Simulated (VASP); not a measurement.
# Ge2Sb2Te5 (P-3m1) in VASP: notebook

The runs below take Ge2Sb2Te5 through single point, with PBE.

Program: VASP 6.6.1. These are calculated values, not measurements. Logs are shortened: lines on timing, memory, paths and dates and some standing lists are left out, and cuts for length are marked.

### Step 1. The cell of the first run

It takes space group P-3m1 (No. 164, trigonal). The conventional cell has a = 4.264 Å, b = 4.264 Å, c = 17.484 Å, α = 90.00°, β = 90.00°, γ = 120.00°. Ge (site symmetry 3m) has 6 Te at 2.82 to 3.27 Å within 3.7 Å. Within 3.9 Å of Sb (site symmetry 3m) lie 6 Te at 2.98 to 3.15 Å. Within 4.5 Å of Te (site symmetry -3m) lie 6 Sb at 3.15 Å and 12 Te at 4.26 to 4.40 Å. Within 3.9 Å of Te (site symmetry 3m) lie 3 Sb at 2.98 Å and 3 Ge at 3.27 Å. Within 3.7 Å of Te (site symmetry 3m) lie 3 Ge at 2.82 Å.

### Step 2. Single point, PBE

INCAR

```
  PREC = Accurate
  ENCUT = 520
  EDIFF = 1E-6
  ISMEAR = 0
  SIGMA = 0.03
  LREAL = F
  LASPH = T
  NELM = 80
  ALGO = Normal
  ISIF = 2
  LWAVE = F
  LCHARG = F
  GGA = PE
  NBANDS = 44
```

KPOINTS

```
Automatic mesh
0
Gamma
  9 9 2
```

POSCAR

```
Ge2Sb2Te5
1.0
    4.2639992940      0.0000000000      0.0000000000
   -2.1319996470      3.6927317103      0.0000000000
    0.0000000000      0.0000000000     17.4837000000
Ge Sb Te
2 2 5
Direct
    0.0000000000      0.0000000000      0.3314713560
    0.0000000000      0.0000000000      0.6685286440
    0.3333333333      0.6666666667      0.1121550832
    0.6666666667      0.3333333333      0.8878449168
    0.0000000000      0.0000000000      0.0000000000
    0.3333333333      0.6666666667      0.7913602895
    0.6666666667      0.3333333333      0.2086397105
    0.3333333333      0.6666666667      0.4097504733
    0.6666666667      0.3333333333      0.5902495267
```

Potentials or basis: VASP PAW PBE potentials, release 64 (Ge_d, Sb, Te).

Launch:

```
> cat potpaw_PBE.64/Ge_d/POTCAR potpaw_PBE.64/Sb/POTCAR potpaw_PBE.64/Te/POTCAR > POTCAR
> mpirun -np 1 vasp_std > vasp.out
```

OUTCAR:

```text
PREC = Accurate
   ENCUT = 520
   EDIFF = 1E-6
   ISMEAR = 0
   LREAL = F
   LASPH = T
   NELM = 80
   ISIF = 2
   GGA = PE

 ion  position               nearest neighbor table
   1  0.000  0.000  0.331-   8 2.82   8 2.82   8 2.82   7 3.27   7 3.27   7 3.27
   2  0.000  0.000  0.669-   9 2.82   9 2.82   9 2.82   6 3.27   6 3.27   6 3.27
   3  0.333  0.667  0.112-   7 2.98   7 2.98   7 2.98   5 3.15   5 3.15   5 3.15
   4  0.667  0.333  0.888-   6 2.98   6 2.98   6 2.98   5 3.15   5 3.15   5 3.15
   5  0.000  0.000  0.000-   3 3.15   4 3.15   3 3.15   4 3.15   4 3.15   3 3.15
   6  0.333  0.667  0.791-   4 2.98   4 2.98   4 2.98   2 3.27   2 3.27   2 3.27
   7  0.667  0.333  0.209-   3 2.98   3 2.98   3 2.98   1 3.27   1 3.27   1 3.27
   8  0.333  0.667  0.410-   1 2.82   1 2.82   1 2.82
   9  0.667  0.333  0.590-   2 2.82   2 2.82   2 2.82

  LATTYP: Found a hexagonal cell.
 ALAT       =     4.2639992940
 C/A-ratio  =     4.1003055569

  Lattice vectors:

 A1 = (   4.2639992940,   0.0000000000,   0.0000000000)
 A2 = (  -2.1319996470,   3.6927317103,   0.0000000000)
 A3 = (   0.0000000000,   0.0000000000,  17.4837000000)

Analysis of symmetry for initial positions (statically):
=====================================================================
 Subroutine PRICEL returns:
 Original cell was already a primitive cell.

 Routine SETGRP: Setting up the symmetry group for a
 hexagonal supercell.

 Subroutine GETGRP returns: Found 12 space group operations
 (whereof 12 operations were pure point group operations)
 out of a pool of 24 trial point group operations.

The static configuration has the point symmetry D_3d.

Analysis of symmetry for dynamics (positions and initial velocities):
=====================================================================
 Subroutine PRICEL returns:
 Original cell was already a primitive cell.

 Routine SETGRP: Setting up the symmetry group for a
 hexagonal supercell.

 Subroutine GETGRP returns: Found 12 space group operations
 (whereof 12 operations were pure point group operations)
 out of a pool of 24 trial point group operations.

The dynamic configuration has the point symmetry D_3d.

 Subroutine INISYM returns: Found 12 space group operations
 (whereof 12 operations are pure point group operations),
 and found     1 'primitive' translations

----------------------------------------------------------------------------------------

                                     Primitive cell

  volume of cell :     275.2949

  direct lattice vectors                    reciprocal lattice vectors
     4.263999294  0.000000000  0.000000000     0.234521615  0.135401117  0.000000000
    -2.131999647  3.692731710  0.000000000     0.000000000  0.270802235  0.000000000
     0.000000000  0.000000000 17.483700000     0.000000000  0.000000000  0.057196131

  length of vectors
     4.263999294  4.263999294 17.483700000     0.270802235  0.270802235  0.057196131

  position of ions in fractional coordinates (direct lattice)
     0.000000000  0.000000000  0.331471356
     0.000000000  0.000000000  0.668528644
     0.333333333  0.666666667  0.112155083
     0.666666667  0.333333333  0.887844917
     0.000000000  0.000000000  0.000000000
     0.333333333  0.666666667  0.791360289
     0.666666667  0.333333333  0.208639711
     0.333333333  0.666666667  0.409750473
     0.666666667  0.333333333  0.590249527

  ion indices of the primitive-cell ions
   primitive index   ion index
                 1           1
                 2           2
                 3           3
                 4           4
                 5           5
                 6           6
                 7           7
                 8           8
                 9           9

----------------------------------------------------------------------------------------

 KPOINTS: Automatic mesh

Automatic generation of k-mesh.
 Grid dimensions read from file:
 generate k-points for:    9    9    2

 Generating k-lattice:

  Cartesian coordinates                     Fractional coordinates (reciprocal lattice)
     0.026057957  0.015044569  0.000000000     0.111111111 -0.000000000  0.000000000
     0.000000000  0.030089137  0.000000000     0.000000000  0.111111111  0.000000000
     0.000000000  0.000000000  0.028598066     0.000000000  0.000000000  0.500000000

  Length of vectors
     0.030089137  0.030089137  0.028598066

  Shift w.r.t. Gamma in fractional coordinates (k-lattice)
     0.000000000  0.000000000  0.000000000

 Subroutine IBZKPT returns following result:
 ===========================================

 Found     24 irreducible k-points:

 Following reciprocal coordinates:
            Coordinates               Weight
  0.000000  0.000000  0.000000      1.000000
  0.111111  0.000000  0.000000      6.000000
  0.222222  0.000000  0.000000      6.000000
  0.333333  0.000000  0.000000      6.000000
  0.444444  0.000000  0.000000      6.000000
  0.111111  0.111111  0.000000      6.000000
[... 16 lines left out ...]
  0.333333  0.222222  0.500000     12.000000
  0.333333  0.333333  0.500000      2.000000
   k-points           NKPTS =     24   k-points in BZ     NKDIM =     24   number of bands    NBANDS=     44
   number of dos      NEDOS =    301   number of ions     NIONS =      9
   total plane-waves  NPLWV = 143360
   dimension x,y,z NGX =    32 NGY =   32 NGZ =  140
   dimension x,y,z NGXF=    64 NGYF=   64 NGZF=  280
   ions per type =               2   2   5
   NGX,Y,Z   is equivalent  to a cutoff of  12.48, 12.48, 13.31 a.u.
   NGXF,Y,Z  is equivalent  to a cutoff of  24.95, 24.95, 26.62 a.u.
 SYSTEM =  unknown system
   PREC   = accura    normal or accurate (medium, high low for compatibility)
   ISTART =      0    job   : 0-new  1-cont  2-samecut
   ICHARG =      2    charge: 1-file 2-atom 10-const
   ISPIN  =      1    spin polarized calculation?
   LNONCOLLINEAR =      F non collinear calculations
   LSORBIT =      F    spin-orbit coupling
   LASPH  =      T    aspherical Exc in radial PAW
   ENCUT  =  520.0 eV  38.22 Ry    6.18 a.u.   7.93  7.93 32.51*2*pi/ulx,y,z
   NELM   =     80;   NELMIN=  2; NELMDL= -5     # of ELM steps
   EDIFF  = 0.1E-05   stopping-criterion for ELM
   LREAL  =      F    real-space projection
   EDIFFG = 0.1E-04   stopping-criterion for IOM
   NSW    =      0    number of steps for IOM
   IBRION =     -1    ionic relax: 0-MD 1-quasi-New 2-CG
   NFREE  =      0    steps in history (QN), initial steepest desc. (CG)
   ISIF   =      2    stress and relaxation
   ISYM   =      2    0-nonsym 1-usesym 2-fastsym
   POTIM  = 0.5000    time-step for ionic-motion
   TEBEG  =    0.0;   TEEND  =   0.0 temperature during run
   PSTRESS=    0.0 pullay stress
   NELECT =      68.0000    total number of electrons
   NUPDOWN=      -1.0000    fix difference up-down
   EMIN   =  10.00;   EMAX   =-10.00  energy-range for DOS
   EFERMI =   0.00;   METHOD = LEGACY
   ISMEAR =     0;   SIGMA  =   0.03  broadening in eV -4-tet -1-fermi 0-gaus
   EFERMI_NEDOS =   21; number of points for ismear=-14 and -15
   IALGO  =     38    algorithm
   IMIX   =      4    mixing-type and parameters
     AMIX     =   0.40;   BMIX     =  1.00
     AMIX_MAG =   1.60;   BMIX_MAG =  1.00
  volume/ion in A,a.u.               =      30.59       206.42
  Fermi-wavevector in a.u.,A,eV,Ry     =   1.027176  1.941082 14.355391  1.055091
  Thomas-Fermi vector in A             =   2.161108
   LORBIT       =      0    0 simple, 1 ext, 2 COOP (PROOUT), +10 PAW based schemes
   GGA     = PE    functional components
   LHFCALC =     F    Hartree Fock is set to
   AEXX    =    0.0000 exact exchange contribution
   IVDW    =     0    specifies the selected vdW correction
   LEPSILON=     F    determine dielectric tensor
   LRPA    =     F    only Hartree local field effects (RPA)
 non-spin polarized calculation
 Gauss-broadening in eV      SIGMA  =   0.03
  energy-cutoff  :      520.00
  volume of cell :      275.29
 maximum number of plane-waves:      7452
 NGX is ok and might be reduce to    32
   NGX = 15   NGY = 15   NGZ = 65

 number of electron      68.0000022 magnetization

 Free energy of the ion-electron system (eV)
  ---------------------------------------------------
  ext. energy  EPLUGINS =         0.00000000
  ---------------------------------------------------
  free energy    TOTEN  =       -33.78877520 eV

  energy without entropy =      -33.78877362  energy(sigma->0) =      -33.78877441

 E-fermi :   6.2257     XC(G=0):  -9.3463

 val. band max:        6.1482882886   @ k =   0.1111   0.0000   0.0000
 cond. band min:       6.2969246962   @ k =   0.0000   0.0000   0.0000
 fundamental gap:      0.1486364076
 Fermi energy:         6.2256933894

 k-point     1 :       0.0000    0.0000    0.0000
  band No.  band energies     occupation
      1     -18.5994      2.00000
      2     -18.5994      2.00000
      3     -18.5994      2.00000
      4     -18.5994      2.00000
      5     -18.5870      2.00000
      6     -18.5870      2.00000
[... 36 lines left out ...]
     43       8.1221      0.00000
     44       8.3672      0.00000

 k-point     2 :       0.1111    0.0000    0.0000
  band No.  band energies     occupation
      1     -18.5997      2.00000
      2     -18.5997      2.00000
      3     -18.5992      2.00000
      4     -18.5992      2.00000
      5     -18.5872      2.00000
      6     -18.5872      2.00000
[... 36 lines left out ...]
     43       8.5745      0.00000
     44       8.6501      0.00000

 k-point     3 :       0.2222    0.0000    0.0000
  band No.  band energies     occupation
      1     -18.6003      2.00000
      2     -18.6003      2.00000
      3     -18.5984      2.00000
      4     -18.5984      2.00000
      5     -18.5875      2.00000
      6     -18.5875      2.00000
[... 976 lines left out ...]
     43       9.8237      0.00000
     44      10.1714      0.00000

 k-point    24 :       0.3333    0.3333    0.5000
  band No.  band energies     occupation
      1     -18.6005      2.00000
      2     -18.6005      2.00000
      3     -18.5981      2.00000
      4     -18.5981      2.00000
      5     -18.5877      2.00000
      6     -18.5877      2.00000
[... 36 lines left out ...]
     43      10.3485      0.00000
     44      10.5633      0.00000

------------------------ aborting loop because EDIFF is reached ----------------------------------------

  FORCE on cell =-STRESS in cart. coord.  units (eV):
  Direction    XX          YY          ZZ          XY          YZ          ZX
  --------------------------------------------------------------------------------------
  -------------------------------------------------------------------------------------
  Total        2.1464592      2.1464592      3.9355618      0.0000000      0.0000000      0.0000000
  in kB       12.4920868     12.4920868     22.9044091      0.0000000      0.0000000      0.0000000
  external PRESSURE =      15.9628609 kB  Pullay stress =       0.0000000 kB

 VOLUME and BASIS-vectors are now :
 -----------------------------------------------------------------------------
  energy-cutoff  :      520.00
  volume of cell :      275.29
      direct lattice vectors                 reciprocal lattice vectors
     4.263999294  0.000000000  0.000000000     0.234521615  0.135401117  0.000000000
    -2.131999647  3.692731710  0.000000000     0.000000000  0.270802235  0.000000000
     0.000000000  0.000000000 17.483700000     0.000000000  0.000000000  0.057196131

 POSITION                                       TOTAL-FORCE (eV/Angst)
 -----------------------------------------------------------------------------------
      0.00000      0.00000      5.79535         0.000000      0.000000     -0.193832
      0.00000      0.00000     11.68835        -0.000000     -0.000000      0.193832
     -0.00000      2.46182      1.96089        -0.000000      0.000000     -0.106302
      2.13200      1.23091     15.52281         0.000000     -0.000000      0.106302
      0.00000      0.00000      0.00000         0.000000      0.000000     -0.000000
     -0.00000      2.46182     13.83591         0.000000     -0.000000     -0.296882
      2.13200      1.23091      3.64779        -0.000000      0.000000      0.296882
     -0.00000      2.46182      7.16395        -0.000000      0.000000      0.297616
      2.13200      1.23091     10.31975         0.000000     -0.000000     -0.297616
 -----------------------------------------------------------------------------------
    total drift:                                0.000000     -0.000000      0.000000

  FREE ENERGIE OF THE ION-ELECTRON SYSTEM (eV)
  ---------------------------------------------------
  free  energy   TOTEN  =       -33.7887752021 eV

  energy  without entropy=      -33.7887736230  energy(sigma->0) =      -33.78877441
```

Run time: 2.7 min. Hardware: 1 thread of Intel Xeon 6975P-C (Granite Rapids), shared host; peak memory 0.53 GiB.

What came out:

* Free energy: -33.7888 eV
* Pressure: 1.6 GPa
* Largest force: 0.298 eV/Å
* Band gap on the k mesh: 0.15 eV (least direct gap 0.26 eV)

Forces on the atoms (eV/Å):
```
Ge   0.000  0.000 -0.194
Ge   0.000  0.000  0.194
Sb   0.000  0.000 -0.106
Sb   0.000  0.000  0.106
Te   0.000  0.000  0.000
Te   0.000  0.000 -0.297
Te   0.000  0.000  0.297
Te   0.000  0.000  0.298
Te   0.000  0.000 -0.298
```

Caveat: spin-orbit coupling is left out, which moves the levels of the heavy elements; an odd mesh through Γ misses points on the zone boundary, where band edges can lie; this functional lacks dispersion, which binds the layers, so the pressure and a relaxed spacing across them are unreliable.

### Step 3. Single point, PBE

This run uses another cell than the first one, of 31.12 Å³/atom.

INCAR

```
SYSTEM = Ge2Sb2Te5
PREC = Accurate
ENCUT = 520
EDIFF = 1E-7
ISMEAR = 0
SIGMA = 0.03
LREAL = .FALSE.
LASPH = .TRUE.
NELM = 80
ALGO = Normal
ISIF = 2
LWAVE = .FALSE.
LCHARG = .TRUE.
GGA = PE
LELF = .TRUE.
LVHAR = .TRUE.
NBANDS = 44
```

KPOINTS

```
Automatic mesh
0
G
  9 9 2
  0 0 0
```

POSCAR: that of step 2 with these lines changed.

```diff
@@ -4,3 +4,3 @@
    -2.1319996470      3.6927317103      0.0000000000
-    0.0000000000      0.0000000000     17.4837000000
+    0.0000000000      0.0000000000     17.7851000000
 Ge Sb Te
```

Potentials or basis: VASP PAW PBE potentials, release 64 (Ge_d, Sb, Te).

Launch:

```
> cat potpaw_PBE.64/Ge_d/POTCAR potpaw_PBE.64/Sb/POTCAR potpaw_PBE.64/Te/POTCAR > POTCAR
> mpirun -np 1 vasp_std > vasp.out
```

OUTCAR:

```text
SYSTEM = Ge2Sb2Te5
   PREC = Accurate
   ENCUT = 520
   EDIFF = 1E-7
   ISMEAR = 0
   LREAL = .FALSE.
   LASPH = .TRUE.
   NELM = 80
   ISIF = 2
   GGA = PE

 ion  position               nearest neighbor table
   1  0.000  0.000  0.331-   8 2.83   8 2.83   8 2.83   7 3.29   7 3.29   7 3.29
   2  0.000  0.000  0.669-   9 2.83   9 2.83   9 2.83   6 3.29   6 3.29   6 3.29
   3  0.333  0.667  0.112-   7 3.00   7 3.00   7 3.00   5 3.17   5 3.17   5 3.17
   4  0.667  0.333  0.888-   6 3.00   6 3.00   6 3.00   5 3.17   5 3.17   5 3.17
   5  0.000  0.000  0.000-   3 3.17   4 3.17   3 3.17   4 3.17   4 3.17   3 3.17
   6  0.333  0.667  0.791-   4 3.00   4 3.00   4 3.00   2 3.29   2 3.29   2 3.29
   7  0.667  0.333  0.209-   3 3.00   3 3.00   3 3.00   1 3.29   1 3.29   1 3.29
   8  0.333  0.667  0.410-   1 2.83   1 2.83   1 2.83
   9  0.667  0.333  0.590-   2 2.83   2 2.83   2 2.83

  LATTYP: Found a hexagonal cell.
 ALAT       =     4.2639992940
 C/A-ratio  =     4.1709903717

  Lattice vectors:

 A1 = (   4.2639992940,   0.0000000000,   0.0000000000)
 A2 = (  -2.1319996470,   3.6927317103,   0.0000000000)
[... 198 lines left out ...]
  band No.  band energies     occupation
      1     -18.7858      2.00000
      2     -18.7858      2.00000
      3     -18.7858      2.00000
      4     -18.7858      2.00000
      5     -18.7737      2.00000
      6     -18.7737      2.00000
[... 1117 lines left out ...]
     43      10.0930      0.00000
     44      10.2947      0.00000

------------------------ aborting loop because EDIFF is reached ----------------------------------------

  FORCE on cell =-STRESS in cart. coord.  units (eV):
  Direction    XX          YY          ZZ          XY          YZ          ZX
  --------------------------------------------------------------------------------------
  -------------------------------------------------------------------------------------
  Total        1.0205195      1.0205195      1.9533210      0.0000000     -0.0000000      0.0000000
  in kB        5.8386268      5.8386268     11.1753983      0.0000000     -0.0000000      0.0000000
  external PRESSURE =       7.6175507 kB  Pullay stress =       0.0000000 kB

 VOLUME and BASIS-vectors are now :
 -----------------------------------------------------------------------------
  energy-cutoff  :      520.00
  volume of cell :      280.04
      direct lattice vectors                 reciprocal lattice vectors
     4.263999294  0.000000000  0.000000000     0.234521615  0.135401117  0.000000000
    -2.131999647  3.692731710  0.000000000     0.000000000  0.270802235  0.000000000
     0.000000000  0.000000000 17.785100000     0.000000000  0.000000000  0.056226842

 POSITION                                       TOTAL-FORCE (eV/Angst)
 -----------------------------------------------------------------------------------
      0.00000      0.00000      5.89525         0.000000      0.000000     -0.108348
      0.00000      0.00000     11.88985        -0.000000      0.000000      0.108348
     -0.00000      2.46182      1.99469        -0.000000     -0.000000     -0.064622
      2.13200      1.23091     15.79041        -0.000000     -0.000000      0.064622
      0.00000      0.00000      0.00000        -0.000000     -0.000000      0.000000
     -0.00000      2.46182     14.07442        -0.000000     -0.000000     -0.157985
      2.13200      1.23091      3.71068        -0.000000     -0.000000      0.157985
     -0.00000      2.46182      7.28745        -0.000000     -0.000000      0.155718
      2.13200      1.23091     10.49765         0.000000     -0.000000     -0.155718
 -----------------------------------------------------------------------------------
    total drift:                                0.000000     -0.000000      0.000000

  FREE ENERGIE OF THE ION-ELECTRON SYSTEM (eV)
  ---------------------------------------------------
  free  energy   TOTEN  =       -33.8394532330 eV

  energy  without entropy=      -33.8394531822  energy(sigma->0) =      -33.83945321
```

Run time: 3.4 min. Hardware: 1 thread of Intel Xeon 6975P-C (Granite Rapids), shared host; peak memory 0.55 GiB.

Results:

| Quantity | Value |
| --- | --- |
| Free energy | -33.8395 eV |
| Pressure | 0.8 GPa |
| Largest force | 0.158 eV/Å |
| Band gap on the k mesh | 0.19 eV (least direct gap 0.26 eV) |

Forces in eV/Å, atoms in the order of the input:
```
Ge   0.000  0.000 -0.108
Ge   0.000  0.000  0.108
Sb   0.000  0.000 -0.065
Sb   0.000  0.000  0.065
Te   0.000  0.000  0.000
Te   0.000  0.000 -0.158
Te   0.000  0.000  0.158
Te   0.000  0.000  0.156
Te   0.000  0.000 -0.156
```

Levels at points of the mesh, in eV from the valence-band top:
```
           k point  band 32  band 33  band 34  band 35  band 36  band 37
(0.00, 0.00, 0.00)    -1.20    -1.04    -0.05     0.20     0.20     0.29
(0.00, 0.00, 0.50)    -1.40    -0.94    -0.06     0.22     0.22     0.29
```

Caveat: spin-orbit coupling is left out, which moves the levels of the heavy elements; an odd mesh through Γ misses points on the zone boundary, where band edges can lie; this functional lacks dispersion, which binds the layers, so the pressure and a relaxed spacing across them are unreliable.
